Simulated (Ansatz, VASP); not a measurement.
## Ir: VASP beside Ansatz

INCAR

```
PREC     = Accurate       # precision mode
ENCUT    = 520            # plane-wave cutoff, eV
EDIFF    = 1E-7           # SCF threshold, eV
ISMEAR   = 0              # smearing method
SIGMA    = 0.15           # smearing width, eV
LREAL    = False          # projectors in reciprocal space
LASPH    = True           # aspherical terms in the spheres
NELM     = 100            # most SCF steps
ALGO     = Normal         # electronic algorithm
ISIF     = 2              # what is computed and relaxed
LWAVE    = False          # write WAVECAR
LCHARG   = False          # write CHGCAR
NBANDS   = 10             # bands
```

The input KPOINTS:

```
regular mesh
0
Gamma
  22 22 22
```

Contents of POSCAR:

```
Ir
1.0
    0.0000000000      1.7935462743      2.0930685021
    1.7935462743      0.0000000000      2.0930685021
    1.7935462743      1.7935462743      0.0000000000
Ir
1
Direct
    0.0000000000      0.0000000000      0.0000000000
```

Input for Ansatz:

```yaml
crystal:
  lattice:
    - [0.0, 1.7935462743, 2.0930685021]
    - [1.7935462743, 0.0, 2.0930685021]
    - [1.7935462743, 1.7935462743, 0.0]
  atoms:
    - { symbol: Ir, position: [0.0, 0.0, 0.0] }
basis:
  ecutwfc: 420
kpoints:
  mp_grid: { grid: [22, 22, 22] }
hamiltonian:
  xc: lda
  pseudopotentials: { kind: paw, azcp: { folder: soft_1 } }
scf:
  occupations: { method: gaussian, width: 0.15 }
output:
  forces: true
  stress: true
  eigenvalues: true
  write_density: true
  write_potential: true
  elf: true
  volumetric_format: npy
```

Alike in both runs: task single point; functional LDA; k mesh 22 × 22 × 22; occupations gaussian, width 0.15 eV; no spin polarisation.

|  | VASP | Ansatz |
| --- | --- | --- |
| version | VASP 6.6.1 | Ansatz 0.2.0 |
| potentials or method | VASP PAW LDA potentials, release 64 (Ir), cutoff 520 eV | scalar-relativistic, plane waves, PAW |
| valence electrons in the cell | 9 | 17 |

|  | VASP | Ansatz | Ansatz less VASP |
| --- | --- | --- | --- |
| gap on the k mesh at the Fermi level (eV) | none | none | - |
| pressure (GPa) | 21.8 | 18.8 | -2.98 |
| traceless stress, the component that is largest in VASP (GPa) | -42.52 | -42.58 | -0.055 |

Ansatz warns that its potentials were made for another functional, while VASP's fit it. LDA's correlation is that of Perdew and Zunger in VASP and of Perdew and Wang (1992) in Ansatz. A gap of «none» marks a metal or a gap that the smearing closes. VASP's potentials hold 9 valence electrons a cell and Ansatz's 17, so a difference there can come from the potentials and not from the codes.

Neither program's run includes spin-orbit coupling.
